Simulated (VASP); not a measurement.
# Sn (Fd-3m) in VASP: further runs, part 2 of 3

VASP 6.6.1.

### 3 Single point, r2SCAN

Contents of POSCAR:

```
Sn
1.0
    0.0000000000      2.8933851735      2.8933851735
    2.8933851735      0.0000000000      2.8933851735
    2.8933851735      2.8933851735      0.0000000000
Sn
2
Direct
    0.0000000000      0.0000000000      0.0000000000
    0.2500000000      0.2500000000      0.2500000000
```

Contents of INCAR.step1:

```
SYSTEM = Sn
PREC = Accurate
ENCUT = 520
ISMEAR = 0
SIGMA = 0.1
LREAL = .FALSE.
LASPH = .TRUE.
NELM = 100
NBANDS = 21
GGA = PE
ALGO = Normal
EDIFF = 1E-4
LWAVE = .TRUE.
LCHARG = .FALSE.
```

Contents of INCAR.step2:

```
SYSTEM = Sn
PREC = Accurate
ENCUT = 520
EDIFF = 1E-6
ISMEAR = 0
SIGMA = 0.1
LREAL = .FALSE.
LASPH = .TRUE.
NELM = 100
ALGO = Normal
ISIF = 2
LWAVE = .FALSE.
LCHARG = .TRUE.
METAGGA = R2SCAN
LMIXTAU = .TRUE.
LELF = .TRUE.
LVHAR = .TRUE.
NBANDS = 21
ISTART = 1
```

Contents of KPOINTS:

```
Automatic mesh
0
G
  12 12 12
  0 0 0
```

Potentials or basis: VASP PAW PBE potentials, release 64 (Sn_d).

Command:

```bash
cat potpaw_PBE.64/Sn_d/POTCAR > POTCAR
cp INCAR.step1 INCAR
mpirun -np 1 vasp_std > vasp.out
cp INCAR.step2 INCAR
mpirun -np 1 vasp_std > vasp.out
```

OUTCAR:

```text
SYSTEM = Sn
   PREC = Accurate
   ENCUT = 520
   EDIFF = 1E-6
   ISMEAR = 0
   LREAL = .FALSE.
   LASPH = .TRUE.
   NELM = 100
   ISIF = 2
   METAGGA = R2SCAN
   ISTART = 1

 ion  position               nearest neighbor table
   1  0.000  0.000  0.000-   2 2.51   2 2.51   2 2.51   2 2.51
   2  0.250  0.250  0.250-   1 2.51   1 2.51   1 2.51   1 2.51

  LATTYP: Found a face centered cubic cell.
 ALAT       =     5.7867703470

  Lattice vectors:

 A1 = (   0.0000000000,   2.8933851735,   2.8933851735)
 A2 = (   2.8933851735,   0.0000000000,   2.8933851735)
 A3 = (   2.8933851735,   2.8933851735,   0.0000000000)

Analysis of symmetry for initial positions (statically):
=====================================================================
 Subroutine PRICEL returns:
 Original cell was already a primitive cell.

 Routine SETGRP: Setting up the symmetry group for a
 face centered cubic supercell.

 Subroutine GETGRP returns: Found 48 space group operations
 (whereof 24 operations were pure point group operations)
 out of a pool of 48 trial point group operations.

The static configuration has the point symmetry T_d .
 The point group associated with its full space group is O_h .

Analysis of symmetry for dynamics (positions and initial velocities):
=====================================================================
 Subroutine PRICEL returns:
 Original cell was already a primitive cell.

 Routine SETGRP: Setting up the symmetry group for a
 face centered cubic supercell.

 Subroutine GETGRP returns: Found 48 space group operations
 (whereof 24 operations were pure point group operations)
 out of a pool of 48 trial point group operations.

The dynamic configuration has the point symmetry T_d .
 The point group associated with its full space group is O_h .

 Subroutine INISYM returns: Found 48 space group operations
 (whereof 24 operations are pure point group operations),
 and found     1 'primitive' translations

----------------------------------------------------------------------------------------

                                     Primitive cell

  volume of cell :      48.4450

  direct lattice vectors                    reciprocal lattice vectors
     0.000000000  2.893385174  2.893385174    -0.172807964  0.172807964  0.172807964
     2.893385174  0.000000000  2.893385174     0.172807964 -0.172807964  0.172807964
     2.893385174  2.893385174  0.000000000     0.172807964  0.172807964 -0.172807964

  length of vectors
     4.091864554  4.091864554  4.091864554     0.299312173  0.299312173  0.299312173

  position of ions in fractional coordinates (direct lattice)
     0.000000000  0.000000000  0.000000000
     0.250000000  0.250000000  0.250000000

  ion indices of the primitive-cell ions
   primitive index   ion index
                 1           1
                 2           2

----------------------------------------------------------------------------------------

 KPOINTS: Automatic mesh

Automatic generation of k-mesh.
 Grid dimensions read from file:
 generate k-points for:   12   12   12

 Generating k-lattice:

  Cartesian coordinates                     Fractional coordinates (reciprocal lattice)
    -0.014400664  0.014400664  0.014400664     0.083333333  0.000000000  0.000000000
     0.014400664 -0.014400664  0.014400664     0.000000000  0.083333333  0.000000000
     0.014400664  0.014400664 -0.014400664     0.000000000  0.000000000  0.083333333

  Length of vectors
     0.024942681  0.024942681  0.024942681

  Shift w.r.t. Gamma in fractional coordinates (k-lattice)
     0.000000000  0.000000000  0.000000000

 Subroutine IBZKPT returns following result:
 ===========================================

 Found     72 irreducible k-points:

 Following reciprocal coordinates:
            Coordinates               Weight
  0.000000  0.000000  0.000000      1.000000
  0.083333  0.000000  0.000000      8.000000
  0.166667  0.000000  0.000000      8.000000
  0.250000  0.000000  0.000000      8.000000
  0.333333  0.000000  0.000000      8.000000
  0.416667  0.000000  0.000000      8.000000
[... 16 lines left out ...]
  0.500000  0.166667  0.000000     24.000000
 -0.416667  0.166667  0.000000     24.000000
 [... further k-points ...]
   k-points           NKPTS =     72   k-points in BZ     NKDIM =     72   number of bands    NBANDS=     21
   number of dos      NEDOS =    301   number of ions     NIONS =      2
   total plane-waves  NPLWV =  27000
   dimension x,y,z NGX =    30 NGY =   30 NGZ =   30
   dimension x,y,z NGXF=    60 NGYF=   60 NGZF=   60
   ions per type =               2
   NGX,Y,Z   is equivalent  to a cutoff of  12.19, 12.19, 12.19 a.u.
   NGXF,Y,Z  is equivalent  to a cutoff of  24.38, 24.38, 24.38 a.u.
 SYSTEM =  Sn
   PREC   = accura    normal or accurate (medium, high low for compatibility)
   ISTART =      1    job   : 0-new  1-cont  2-samecut
   ICHARG =      0    charge: 1-file 2-atom 10-const
   ISPIN  =      1    spin polarized calculation?
   LNONCOLLINEAR =      F non collinear calculations
   LSORBIT =      F    spin-orbit coupling
   LASPH  =      T    aspherical Exc in radial PAW
   ENCUT  =  520.0 eV  38.22 Ry    6.18 a.u.   7.61  7.61  7.61*2*pi/ulx,y,z
   NELM   =    100;   NELMIN=  2; NELMDL=  0     # of ELM steps
   EDIFF  = 0.1E-05   stopping-criterion for ELM
   LREAL  =      F    real-space projection
   EDIFFG = 0.1E-04   stopping-criterion for IOM
   NSW    =      0    number of steps for IOM
   IBRION =     -1    ionic relax: 0-MD 1-quasi-New 2-CG
   NFREE  =      0    steps in history (QN), initial steepest desc. (CG)
   ISIF   =      2    stress and relaxation
   ISYM   =      2    0-nonsym 1-usesym 2-fastsym
   POTIM  = 0.5000    time-step for ionic-motion
   TEBEG  =    0.0;   TEEND  =   0.0 temperature during run
   PSTRESS=    0.0 pullay stress
   NELECT =      28.0000    total number of electrons
   NUPDOWN=      -1.0000    fix difference up-down
   EMIN   =  10.00;   EMAX   =-10.00  energy-range for DOS
   EFERMI =   0.00;   METHOD = LEGACY
   ISMEAR =     0;   SIGMA  =   0.10  broadening in eV -4-tet -1-fermi 0-gaus
   EFERMI_NEDOS =   21; number of points for ismear=-14 and -15
   IALGO  =     38    algorithm
   IMIX   =      4    mixing-type and parameters
     AMIX     =   0.40;   BMIX     =  1.00
     AMIX_MAG =   1.60;   BMIX_MAG =  1.00
  volume/ion in A,a.u.               =      24.22       163.46
  Fermi-wavevector in a.u.,A,eV,Ry     =   1.363676  2.576974 25.301568  1.859613
  Thomas-Fermi vector in A             =   2.490058
   LORBIT       =      0    0 simple, 1 ext, 2 COOP (PROOUT), +10 PAW based schemes
   METAGGA = R2SCAN    functional components
   LHFCALC =     F    Hartree Fock is set to
   AEXX    =    0.0000 exact exchange contribution
   IVDW    =     0    specifies the selected vdW correction
   LEPSILON=     F    determine dielectric tensor
   LRPA    =     F    only Hartree local field effects (RPA)
 non-spin polarized calculation
 Gauss-broadening in eV      SIGMA  =   0.10
  energy-cutoff  :      520.00
  volume of cell :       48.44
 maximum number of plane-waves:      1323
   NGX = 15   NGY = 15   NGZ = 15

 number of electron      27.9999991 magnetization

 Free energy of the ion-electron system (eV)
  ---------------------------------------------------
  ext. energy  EPLUGINS =         0.00000000
  ---------------------------------------------------
  free energy    TOTEN  =       -47.52972860 eV

  energy without entropy =      -47.52949355  energy(sigma->0) =      -47.52961108

 E-fermi :  10.1813     XC(G=0): -11.3528

 val. band max:       10.1563007466   @ k =   0.0000   0.0000   0.0000
 cond. band min:      10.2506209173   @ k =   0.4167   0.4167   0.0000
 fundamental gap:      0.0943201707
 Fermi energy:        10.1813173236

 k-point     1 :       0.0000    0.0000    0.0000
  band No.  band energies     occupation
      1     -13.5452      2.00000
      2     -13.5452      2.00000
      3     -13.5452      2.00000
      4     -13.4185      2.00000
      5     -13.4185      2.00000
      6     -12.6530      2.00000
[... 13 lines left out ...]
     20      18.8277      0.00000
     21      18.8277      0.00000
[... 529 lines left out ...]
 k-point    24 :      -0.4167    0.1667    0.0000
  band No.  band energies     occupation
      1     -13.6929      2.00000
      2     -13.6527      2.00000
      3     -13.4165      2.00000
      4     -13.2192      2.00000
      5     -13.1871      2.00000
      6     -12.8626      2.00000
[... 13 lines left out ...]
     20      19.0673      0.00000
     21      19.4567      0.00000

 [... further k-points ...]

------------------------ aborting loop because EDIFF is reached ----------------------------------------

  FORCE on cell =-STRESS in cart. coord.  units (eV):
  Direction    XX          YY          ZZ          XY          YZ          ZX
  --------------------------------------------------------------------------------------
  -------------------------------------------------------------------------------------
  Total       12.1536313     12.1536313     12.1536313      0.0000000      0.0000000      0.0000000
  in kB      401.9461637    401.9461637    401.9461637      0.0000000      0.0000000      0.0000000
  external PRESSURE =     401.9461637 kB  Pullay stress =       0.0000000 kB

 VOLUME and BASIS-vectors are now :
 -----------------------------------------------------------------------------
  energy-cutoff  :      520.00
  volume of cell :       48.44
      direct lattice vectors                 reciprocal lattice vectors
     0.000000000  2.893385174  2.893385174    -0.172807964  0.172807964  0.172807964
     2.893385174  0.000000000  2.893385174     0.172807964 -0.172807964  0.172807964
     2.893385174  2.893385174  0.000000000     0.172807964  0.172807964 -0.172807964

 POSITION                                       TOTAL-FORCE (eV/Angst)
 -----------------------------------------------------------------------------------
      0.00000      0.00000      0.00000        -0.000000     -0.000000     -0.000000
      1.44669      1.44669      1.44669         0.000000      0.000000      0.000000
 -----------------------------------------------------------------------------------
    total drift:                                0.000000     -0.000000      0.000000

  FREE ENERGIE OF THE ION-ELECTRON SYSTEM (eV)
  ---------------------------------------------------
  free  energy   TOTEN  =       -47.5297285995 eV

  energy  without entropy=      -47.5294935539  energy(sigma->0) =      -47.52961108
```

It took 2.2 min on 1 thread of AMD EPYC 9R45 (Zen 5), shared host; peak memory 0.17 GiB.

What came out:

- Free energy: -47.5297 eV
- Pressure: 40.2 GPa

Levels at points of the mesh, in eV from the Fermi level:
```
           k point  band 10  band 11  band 12  band 13  band 14  band 15  band 16  band 17  band 18  band 19
(0.00, 0.00, 0.00)   -22.72   -14.19    -0.03    -0.03    -0.03     2.03     2.03     2.03     2.29     5.50
(0.50, 0.00, 0.00)   -22.66   -11.55    -8.67    -2.03    -2.03     1.01     3.25     3.25     5.32    10.08
(0.50, 0.50, 0.00)   -22.61    -9.55    -9.55    -4.22    -4.22     0.25     0.25    10.46    10.46    12.21
```

Caveat: the cell stands under pressure; the PAW data sets were made with another functional, which shifts forces and pressure a little; spin-orbit coupling is left out, which moves the levels of the heavy elements.

(Continued in part 3 of 3.)
